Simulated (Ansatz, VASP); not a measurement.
Two plane-wave programs on Ca

File INCAR:

```
ALGO = Fast
EDIFF = 1E-7
ENCUT = 520
GGA = PS
ISIF = 2
ISMEAR = 0
LASPH = True
LCHARG = False
LREAL = False
LWAVE = False
NBANDS = 11
NELM = 60
PREC = Accurate
SIGMA = 0.15
```

File KPOINTS:

```
k-points
0
Gamma
  20 20 20
```

Contents of POSCAR:

```
Ca
1.0
    3.4943010918      0.4201359084      0.4201359084
    0.4201359084      3.4943010918      0.4201359084
    0.4201359084      0.4201359084      3.4943010918
Ca
1
Direct
    0.0000000000      0.0000000000      0.0000000000
```

Input for Ansatz:

```yaml
crystal:
  lattice:
    - [3.4943010918, 0.4201359084, 0.4201359084]
    - [0.4201359084, 3.4943010918, 0.4201359084]
    - [0.4201359084, 0.4201359084, 3.4943010918]
  atoms:
    - { symbol: Ca, position: [0.0, 0.0, 0.0] }
basis:
  ecutwfc: 420
kpoints:
  mp_grid: { grid: [20, 20, 20] }
hamiltonian:
  xc: pbesol
scf:
  occupations: { method: gaussian, width: 0.15 }
output:
  forces: true
  stress: true
  eigenvalues: true
```

Alike in both runs: task single point; functional PBEsol; k mesh 20 × 20 × 20; occupations gaussian, width 0.15 eV; no spin polarisation.

```csv
,VASP,Ansatz
version,VASP 6.6.1,Ansatz 0.2.0
potentials or method,"VASP PAW PBE potentials, release 64 (Ca_sv), cutoff 520 eV","scalar-relativistic, plane waves, PAW"
valence electrons in the cell,10,10
```

|  | VASP | Ansatz | Ansatz less VASP |
| --- | --- | --- | --- |
| gap on the k mesh at the Fermi level (eV) | none | none | - |
| pressure (GPa) | 0.1 | 0.1 | -0.01 |
| traceless stress, the component that is largest in VASP (GPa) | 1.72 | 1.72 | +0.001 |

VASP's potentials were made for PBE, not for PBEsol. A gap of «none» marks a metal or a gap that the smearing closes.
